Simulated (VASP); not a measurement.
Here is a VASP 6.6.1 calculation.

Contents of INCAR:

```
SYSTEM = Pd
ALGO = Normal
EDIFF = 1E-6
ENCUT = 520
GGA = PS
ISIF = 2
ISMEAR = -1
LASPH = .True.
LCHARG = .False.
LREAL = .False.
LWAVE = .False.
NBANDS = 17
NELM = 80
PREC = Accurate
SIGMA = 0.1
```

The input KPOINTS:

```
k-points
0
Gamma
  22 22 11
  0 0 0
```

POSCAR

```
Pd
1.0
    2.7263284363      0.0000000000      0.0000000000
   -1.3631642181      2.3610696849      0.0000000000
    0.0000000000      0.0000000000      4.5501402901
Pd
2
Direct
    0.3333333333      0.6666666667      0.2500000000
    0.6666666667      0.3333333333      0.7500000000
```

Potentials or basis: VASP PAW PBE potentials, release 64 (Pd).

Run with:

```sh
$ cat potpaw_PBE.64/Pd/POTCAR > POTCAR
$ mpirun -np 1 vasp_std > vasp.out
```

Problem. Estimate the pressure.

Solution. -0.3 GPa.

Problem. Estimate the band gap on the k mesh.

Solution. Zero (band 10 reaches 9.98 eV, above the bottom of band 11 at 9.11 eV).

Stress tensor (GPa, compression positive):
```
-0.13  0.00  0.00
 0.00 -0.13  0.00
 0.00  0.00 -0.70
```

Caveat: the PAW data sets were made with another functional, which shifts forces and pressure a little.
